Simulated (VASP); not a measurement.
Wanted: the native input for a VASP 6.6.1 run.

```yaml
Task: molecular dynamics
Functional: PBE
Potentials_or_basis: VASP PAW PBE potentials, release 64 (Hf_pv, O)
Cutoff: 520 eV
k_mesh: 1 × 1 × 1
Occupations: fermi-dirac, width 0.3102 eV
Spin: no spin polarisation
Dipole_correction: no
Further_INCAR_settings: LREAL = Auto; ALGO = Normal; EDIFF = 1e-05; NBANDS = 81; ISYM = 0; IBRION = 0; POTIM = 2.0; NSW = 40
```

The structure of HfO2 lies in POSCAR:

```
HfO2
1.0
    5.9133820000      0.0936650000     -0.0263170000
    0.0936650000      6.1692290000     -0.0293520000
   -0.0263170000     -0.0293520000      5.6660680000
Hf O
6 12
Direct
    0.1651948298      0.5190293026      0.0108713932
    0.7214494485      0.0578906254      0.7455583133
    0.1968294746      0.9978600273      0.1273326602
    0.1688530921      0.2790555061      0.5641496656
    0.6680288562      0.4808437700      0.1185634610
    0.1637270383      0.7613441748      0.5796617644
    0.9654511160      0.0016538228      0.4896020796
    0.0046172726      0.8769317364      0.8760430183
    0.1744305937      0.2924977473      0.2530520088
    0.5109954527      0.9555753146      0.0406844334
    0.5384295435      0.3005409351      0.8741676300
    0.0029584042      0.5338965604      0.7014200750
    0.7965790187      0.3175882881      0.4049972660
    0.3728541913      0.0276779755      0.4962901632
    0.0106574528      0.2314373439      0.9034633415
    0.9706741933      0.6429340426      0.3239829887
    0.4065710190      0.6477809260      0.7952890185
    0.4005636393      0.5553817042      0.3046101493
```

The input as run:

INCAR

```
ALGO = Normal
EDIFF = 1E-5
ENCUT = 520
GGA = PE
IBRION = 0
ISIF = 2
ISMEAR = -1
ISYM = 0
LANGEVIN_GAMMA = 5 5
LASPH = T
LCHARG = F
LREAL = Auto
LWAVE = F
MDALGO = 3
NBANDS = 81
NELM = 80
NELMIN = 4
NSW = 40
POTIM = 2.0
PREC = Accurate
RANDOM_SEED = 48798 0 0
SIGMA = 0.3102
TEBEG = 3600.0
TEEND = 3600.0
```

KPOINTS

```
k-points
0
Gamma
  1 1 1
```

Potentials or basis: VASP PAW PBE potentials, release 64 (Hf_pv, O).

Run with:

```bash
$ cat potpaw_PBE.64/Hf_pv/POTCAR potpaw_PBE.64/O/POTCAR > POTCAR
$ mpirun -np 1 vasp_gam > vasp.out
```

Run time: 6.9 min on 1 thread of Intel(R) Xeon(R) 6975P-C (Granite Rapids), on a shared host, peak memory 0.32 GiB.
